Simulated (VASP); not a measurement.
# C in VASP: further runs, part 2 of 2

VASP 6.6.1. The steps go on from the part before.

## 5. Single point, PBE

This run uses another cell than the first one, of 9.93 Å³/atom, 1.060 times its volume.

INCAR

```
PREC = Accurate ; ENCUT = 520
EDIFF = 1E-6 ; ISMEAR = -1
SIGMA = 0.05 ; LREAL = F
LASPH = T ; NELM = 100
ALGO = Normal ; ISIF = 2
LWAVE = F ; LCHARG = F
GGA = PE ; NBANDS = 16
```

KPOINTS

```
Automatic mesh
0
Gamma
  12 12 4
```

POSCAR

```
C
1.0
    1.2521334568     -2.1687795058      0.0000000000
    1.2521334568      2.1687795058      0.0000000000
    0.0000000000      0.0000000000      7.3139557868
C
4
Direct
    0.9166205400      0.0833794600      0.7531376000
    0.4166205400      0.5833794600      0.2468624000
    0.0833794600      0.9166205400      0.2468624000
    0.5833794600      0.4166205400      0.7531376000
```

Potentials or basis: VASP PAW PBE potentials, release 64 (C).

The run is started by

```sh
$ cat potpaw_PBE.64/C/POTCAR > POTCAR
$ mpirun -np 1 vasp_std > vasp.out
```

OUTCAR:

```text
PREC = Accurate
   ENCUT = 520
   EDIFF = 1E-6
   ISMEAR = -1
   LREAL = F
   LASPH = T
   NELM = 100
   ISIF = 2
   GGA = PE

 ion  position               nearest neighbor table
   1  0.917  0.083  0.753-   4 1.45   4 1.45   4 1.45
   2  0.417  0.583  0.247-   3 1.45   3 1.45   3 1.45
   3  0.083  0.917  0.247-   2 1.45   2 1.45   2 1.45
   4  0.583  0.417  0.753-   1 1.45   1 1.45   1 1.45

  LATTYP: Found a hexagonal cell.
 ALAT       =     2.5042848757
 C/A-ratio  =     2.9205765917

  Lattice vectors:

 A1 = (   1.2521334568,  -2.1687795058,   0.0000000000)
 A2 = (   1.2521334568,   2.1687795058,   0.0000000000)
 A3 = (   0.0000000000,   0.0000000000,   7.3139557868)

Analysis of symmetry for initial positions (statically):
=====================================================================
 Subroutine PRICEL returns:
 Original cell was already a primitive cell.

 Routine SETGRP: Setting up the symmetry group for a
 hexagonal supercell.

 Subroutine GETGRP returns: Found  8 space group operations
 (whereof  4 operations were pure point group operations)
 out of a pool of 24 trial point group operations.

The static configuration has the point symmetry C_2h.
 The point group associated with its full space group is D_2h.

Analysis of symmetry for dynamics (positions and initial velocities):
=====================================================================
 Subroutine PRICEL returns:
 Original cell was already a primitive cell.

 Routine SETGRP: Setting up the symmetry group for a
 hexagonal supercell.

 Subroutine GETGRP returns: Found  8 space group operations
 (whereof  4 operations were pure point group operations)
 out of a pool of 24 trial point group operations.

The dynamic configuration has the point symmetry C_2h.
 The point group associated with its full space group is D_2h.

 Subroutine INISYM returns: Found  8 space group operations
 (whereof  4 operations are pure point group operations),
 and found     1 'primitive' translations

----------------------------------------------------------------------------------------

                                     Primitive cell

  volume of cell :      39.7236

  direct lattice vectors                    reciprocal lattice vectors
     1.252133457 -2.168779506  0.000000000     0.399318457 -0.230544414  0.000000000
     1.252133457  2.168779506  0.000000000     0.399318457  0.230544414  0.000000000
     0.000000000  0.000000000  7.313955787     0.000000000  0.000000000  0.136724917

  length of vectors
     2.504284876  2.504284876  7.313955787     0.461092135  0.461092135  0.136724917

  position of ions in fractional coordinates (direct lattice)
     0.916620540  0.083379460  0.753137600
     0.416620540  0.583379460  0.246862400
     0.083379460  0.916620540  0.246862400
     0.583379460  0.416620540  0.753137600

  ion indices of the primitive-cell ions
   primitive index   ion index
                 1           1
                 2           2
                 3           3
                 4           4

----------------------------------------------------------------------------------------

 KPOINTS: Automatic mesh

Automatic generation of k-mesh.
 Grid dimensions read from file:
 generate k-points for:   12   12    4

 Generating k-lattice:

  Cartesian coordinates                     Fractional coordinates (reciprocal lattice)
     0.033276538 -0.019212034  0.000000000     0.083333333  0.000000000  0.000000000
     0.033276538  0.019212034  0.000000000     0.000000000  0.083333333  0.000000000
     0.000000000  0.000000000  0.034181229     0.000000000  0.000000000  0.250000000

  Length of vectors
     0.038424345  0.038424345  0.034181229

  Shift w.r.t. Gamma in fractional coordinates (k-lattice)
     0.000000000  0.000000000  0.000000000

 Subroutine IBZKPT returns following result:
 ===========================================

 Found    129 irreducible k-points:

 Following reciprocal coordinates:
            Coordinates               Weight
  0.000000  0.000000  0.000000      1.000000
  0.083333  0.000000  0.000000      4.000000
 -0.083333  0.083333  0.000000      2.000000
  0.166667  0.000000  0.000000      4.000000
 -0.166667  0.166667  0.000000      2.000000
  0.250000  0.000000  0.000000      4.000000
[... 16 lines left out ...]
 -0.083333  0.416667  0.000000      4.000000
 -0.416667  0.333333  0.000000      4.000000
 [... further k-points ...]
   k-points           NKPTS =    129   k-points in BZ     NKDIM =    129   number of bands    NBANDS=     16
   number of dos      NEDOS =    301   number of ions     NIONS =      4
   total plane-waves  NPLWV =  21600
   dimension x,y,z NGX =    20 NGY =   20 NGZ =   54
   dimension x,y,z NGXF=    40 NGYF=   40 NGZF=  108
   ions per type =               4
   NGX,Y,Z   is equivalent  to a cutoff of  13.28, 13.28, 12.27 a.u.
   NGXF,Y,Z  is equivalent  to a cutoff of  26.55, 26.55, 24.55 a.u.
 SYSTEM =  unknown system
   PREC   = accura    normal or accurate (medium, high low for compatibility)
   ISTART =      0    job   : 0-new  1-cont  2-samecut
   ICHARG =      2    charge: 1-file 2-atom 10-const
   ISPIN  =      1    spin polarized calculation?
   LNONCOLLINEAR =      F non collinear calculations
   LSORBIT =      F    spin-orbit coupling
   LASPH  =      T    aspherical Exc in radial PAW
   ENCUT  =  520.0 eV  38.22 Ry    6.18 a.u.   4.66  4.66 13.60*2*pi/ulx,y,z
   NELM   =    100;   NELMIN=  2; NELMDL= -5     # of ELM steps
   EDIFF  = 0.1E-05   stopping-criterion for ELM
   LREAL  =      F    real-space projection
   EDIFFG = 0.1E-04   stopping-criterion for IOM
   NSW    =      0    number of steps for IOM
   IBRION =     -1    ionic relax: 0-MD 1-quasi-New 2-CG
   NFREE  =      0    steps in history (QN), initial steepest desc. (CG)
   ISIF   =      2    stress and relaxation
   ISYM   =      2    0-nonsym 1-usesym 2-fastsym
   POTIM  = 0.5000    time-step for ionic-motion
   TEBEG  =    0.0;   TEEND  =   0.0 temperature during run
   PSTRESS=    0.0 pullay stress
   NELECT =      16.0000    total number of electrons
   NUPDOWN=      -1.0000    fix difference up-down
   EMIN   =  10.00;   EMAX   =-10.00  energy-range for DOS
   EFERMI =   0.00;   METHOD = LEGACY
   ISMEAR =    -1;   SIGMA  =   0.05  broadening in eV -4-tet -1-fermi 0-gaus
   EFERMI_NEDOS =   21; number of points for ismear=-14 and -15
   IALGO  =     38    algorithm
   IMIX   =      4    mixing-type and parameters
     AMIX     =   0.40;   BMIX     =  1.00
     AMIX_MAG =   1.60;   BMIX_MAG =  1.00
  volume/ion in A,a.u.               =       9.93        67.02
  Fermi-wavevector in a.u.,A,eV,Ry     =   1.209016  2.284709 19.887903  1.461720
  Thomas-Fermi vector in A             =   2.344606
   LORBIT       =      0    0 simple, 1 ext, 2 COOP (PROOUT), +10 PAW based schemes
   GGA     = PE    functional components
   LHFCALC =     F    Hartree Fock is set to
   AEXX    =    0.0000 exact exchange contribution
   IVDW    =     0    specifies the selected vdW correction
   LEPSILON=     F    determine dielectric tensor
   LRPA    =     F    only Hartree local field effects (RPA)
 non-spin polarized calculation
  energy-cutoff  :      520.00
  volume of cell :       39.72
 maximum number of plane-waves:      1095
   NGX =  9   NGY =  9   NGZ = 27

 number of electron      16.0000001 magnetization

 Free energy of the ion-electron system (eV)
  ---------------------------------------------------
  ext. energy  EPLUGINS =         0.00000000
  ---------------------------------------------------
  free energy    TOTEN  =       -36.82332182 eV

  energy without entropy =      -36.82166797  energy(sigma->0) =      -36.82249489

 E-fermi :   3.6847     XC(G=0):  -9.6422

 val. band max:        3.6747258810   @ k =   0.3333   0.3333   0.5000
 cond. band min:       3.6968366144   @ k =   0.3333   0.3333   0.5000
 fundamental gap:      0.0221107333
 Fermi energy:         3.6846717691

 k-point     1 :       0.0000    0.0000    0.0000
  band No.  band energies     occupation
      1     -15.5294      2.00000
      2     -15.3757      2.00000
      3      -4.2142      2.00000
      4      -2.9448      2.00000
      5       0.6351      2.00000
      6       0.6404      2.00000
[... 8 lines left out ...]
     15      14.5370      0.00000
     16      14.6076      0.00000
[... 419 lines left out ...]
 k-point    24 :      -0.4167    0.3333    0.0000
  band No.  band energies     occupation
      1     -12.2424      2.00000
      2     -12.1200      2.00000
      3      -6.8112      2.00000
      4      -6.7413      2.00000
      5      -2.7597      2.00000
      6      -2.7291      2.00000
[... 8 lines left out ...]
     15      17.3661      0.00000
     16      18.9822      0.00000

 [... further k-points ...]
[... 5 lines left out ...]
  --------------------------------------------------------------------------------------
  -------------------------------------------------------------------------------------
  Total       -3.8536822     -3.9015045      0.2838352      0.0000000      0.0000000      0.0000000
  in kB     -155.4311740   -157.3599985     11.4479699      0.0000000      0.0000000      0.0000000
  external PRESSURE =    -100.4477342 kB  Pullay stress =       0.0000000 kB

 VOLUME and BASIS-vectors are now :
 -----------------------------------------------------------------------------
  energy-cutoff  :      520.00
  volume of cell :       39.72
      direct lattice vectors                 reciprocal lattice vectors
     1.252133457 -2.168779506  0.000000000     0.399318457 -0.230544414  0.000000000
     1.252133457  2.168779506  0.000000000     0.399318457  0.230544414  0.000000000
     0.000000000  0.000000000  7.313955787     0.000000000  0.000000000  0.136724917

 POSITION                                       TOTAL-FORCE (eV/Angst)
 -----------------------------------------------------------------------------------
      1.25213     -1.80712      5.50842         0.000000     -0.020967     -0.006410
      1.25213      0.36166      1.80554         0.000000     -0.020967      0.006410
      1.25213      1.80712      1.80554         0.000000      0.020967      0.006410
      1.25213     -0.36166      5.50842         0.000000      0.020967     -0.006410
 -----------------------------------------------------------------------------------
    total drift:                               -0.000000     -0.000000      0.000000

  FREE ENERGIE OF THE ION-ELECTRON SYSTEM (eV)
  ---------------------------------------------------
  free  energy   TOTEN  =       -36.8233218156 eV

  energy  without entropy=      -36.8216679731  energy(sigma->0) =      -36.82249489
```

OSZICAR:

```text
N       E                     dE             d eps       ncg     rms          rms(c)
DAV:   1     0.395290894749E+02    0.39529E+02   -0.78305E+03  4144   0.912E+02
DAV:   2    -0.356983869953E+02   -0.75227E+02   -0.68260E+02  5920   0.190E+02
DAV:   3    -0.388789434362E+02   -0.31806E+01   -0.31629E+01  5400   0.368E+01
DAV:   4    -0.389093520252E+02   -0.30409E-01   -0.30391E-01  5152   0.426E+00
DAV:   5    -0.389098801920E+02   -0.52817E-03   -0.52811E-03  5304   0.538E-01    0.840E+00
DAV:   6    -0.373299613169E+02    0.15799E+01   -0.10891E+00  4888   0.639E+00    0.492E+00
DAV:   7    -0.368148888350E+02    0.51507E+00   -0.13627E+00  5112   0.725E+00    0.132E+00
DAV:   8    -0.368238403971E+02   -0.89516E-02   -0.59957E-02  4832   0.143E+00    0.235E-01
DAV:   9    -0.368230841224E+02    0.75627E-03   -0.13898E-03  5416   0.254E-01    0.899E-02
DAV:  10    -0.368233276893E+02   -0.24357E-03   -0.61953E-04  4320   0.155E-01    0.629E-02
DAV:  11    -0.368233210452E+02    0.66441E-05   -0.20298E-05  5456   0.293E-02    0.124E-02
DAV:  12    -0.368233218156E+02   -0.77046E-06   -0.12885E-06  4608   0.901E-03
   1 F= -.36823322E+02 E0= -.36822495E+02  d E =-.165384E-02
```

stdout:

```text
POSCAR found type information on POSCAR C
 POSCAR found :  1 types and       4 ions
 scaLAPACK will be used
 LDA part: xc-table for (Slater+PW92), standard interpolation
 POSCAR, INCAR and KPOINTS ok, starting setup
 FFT: planning ... GRIDC
 FFT: planning ... GRID_SOFT
 FFT: planning ... GRID
 WAVECAR not read
 entering main loop
```

It took 29 s on 1 thread of Intel Xeon 6975P-C (Granite Rapids), shared host; peak memory 0.19 GiB.

What came out:

```
Free energy            : -36.8233 eV
Pressure               : -10.0 GPa
Largest force          : 0.022 eV/Å
Band gap on the k mesh : 0.02 eV
```

Forces on the atoms (eV/Å):
```
C    0.000 -0.021 -0.006
C    0.000 -0.021  0.006
C    0.000  0.021  0.006
C    0.000  0.021 -0.006
```

Caveat: this functional lacks dispersion, which binds the layers, so the pressure and a relaxed spacing across them are unreliable.

## 6. Single point, PBE (atoms moved at random)

INCAR

```
SYSTEM = C
PREC = Accurate ; ENCUT = 520
EDIFF = 1E-6 ; ISMEAR = -1
SIGMA = 0.05 ; LREAL = .FALSE.
LASPH = .TRUE. ; NELM = 60
ALGO = Normal ; ISIF = 2
LWAVE = .FALSE. ; LCHARG = .FALSE.
GGA = PE ; NBANDS = 16
```

KPOINTS

```
regular mesh
0
G
  12 12 4
  0 0 0
```

POSCAR

```
C
1.0
    1.2280479700     -2.1270618200      0.0000000000
    1.2280479700      2.1270618200      0.0000000000
    0.0000000000      0.0000000000      7.1732677600
C
4
Direct
    0.9099790000      0.0946180000      0.7559010000
    0.4113720000      0.5891870000      0.2515820000
    0.1041140000      0.9101690000      0.2456980000
    0.5567260000      0.3731580000      0.7527460000
```

Potentials or basis: VASP PAW PBE potentials, release 64 (C).

The run is started by

```sh
$ cat potpaw_PBE.64/C/POTCAR > POTCAR
$ mpirun -np 1 vasp_std > vasp.out
```

Wall time 54 s (1 thread of Intel Xeon 6975P-C (Granite Rapids), shared host); peak memory 0.23 GiB.

Results (log left out):

* Free energy: -36.3026 eV
* Pressure: 8.3 GPa
* Largest force: 5.706 eV/Å
* Band gap on the k mesh: 0.77 eV

Forces on the atoms (eV/Å):
```
C   -4.144 -3.905 -0.354
C    0.744 -4.899 -0.661
C   -0.746  4.898  0.678
C    4.147  3.905  0.337
```

Stress tensor (GPa, compression positive):
```
 3.06 -3.72 -0.27
-3.72 20.39 -1.25
-0.27 -1.25  1.52
```

Levels at points of the mesh, in eV from the valence-band top:
```tsv
k point	band 4	band 5	band 6	band 7	band 8	band 9	band 10	band 11	band 12	band 13
(0.00, 0.00, 0.00)	-6.48	-4.23	-3.69	-1.19	-0.59	4.26	6.60	7.29	9.53	10.45
(0.50, 0.00, 0.00)	-12.31	-6.22	-5.41	-2.32	-1.68	1.84	2.95	7.49	7.66	11.49
(0.00, 0.50, 0.00)	-11.88	-6.80	-5.96	-2.68	-2.12	2.60	3.63	7.60	7.70	11.56
(0.50, 0.50, 0.00)	-13.38	-5.40	-5.29	-1.81	-0.78	0.82	1.84	7.76	8.29	11.45
(0.00, 0.00, 0.50)	-7.17	-4.23	-3.69	-1.19	-0.59	6.31	6.49	6.60	7.29	10.45
(0.50, 0.00, 0.50)	-12.32	-6.22	-5.41	-2.28	-1.64	1.73	2.82	7.49	7.65	12.46
(0.00, 0.50, 0.50)	-11.88	-6.80	-5.96	-2.65	-2.09	2.49	3.50	7.60	7.69	12.38
(0.50, 0.50, 0.50)	-13.40	-5.40	-5.29	-1.39	-1.25	1.22	1.36	7.78	8.26	12.62
```

Caveat: the cell differs from its parent crystal (atoms moved at random); forces of over 1 eV/Å act on the atoms, so gaps and moduli don't describe the material at rest. A k mesh can miss the band edges.

## 7. The runs side by side

| cell | gap on the mesh (eV) | pressure (GPa) | largest force (eV/Å) |
| --- | --- | --- | --- |
| a = 2.456, b = 2.456, c = 7.173 Å, angles 90.0, 90.0, 120.0°, 4 atoms | 0.77 | 8.3 | 5.71 |
| a = 2.472, b = 2.472, c = 7.221 Å, angles 90.0, 90.0, 120.0°, 4 atoms | 0.02 | -1.0 | 0.02 |
| a = 2.488, b = 2.488, c = 7.268 Å, angles 90.0, 90.0, 120.0°, 4 atoms | 0.02 | -5.7 | 0.02 |
| a = 2.504, b = 2.504, c = 7.314 Å, angles 90.0, 90.0, 120.0°, 4 atoms | 0.02 | -10.0 | 0.02 |

Some of these runs hold the atoms at other places in the same cell, which the table doesn't show; runs alike in all that it shows share one row.

Alike in all rows: task single point; level PBE; potentials or basis VASP PAW PBE potentials, release 64 (C); no spin polarisation; k mesh 12 × 12 × 4; cutoff (eV) 520; smearing fermi-dirac 0.05 eV.

Caveats: this functional lacks dispersion, which binds the layers, so the pressure and a relaxed spacing across them are unreliable (some runs); forces of over 1 eV/Å act on the atoms, so gaps and moduli don't describe the material at rest (some runs).

Absolute energies hang on the potentials; compare differences alone.
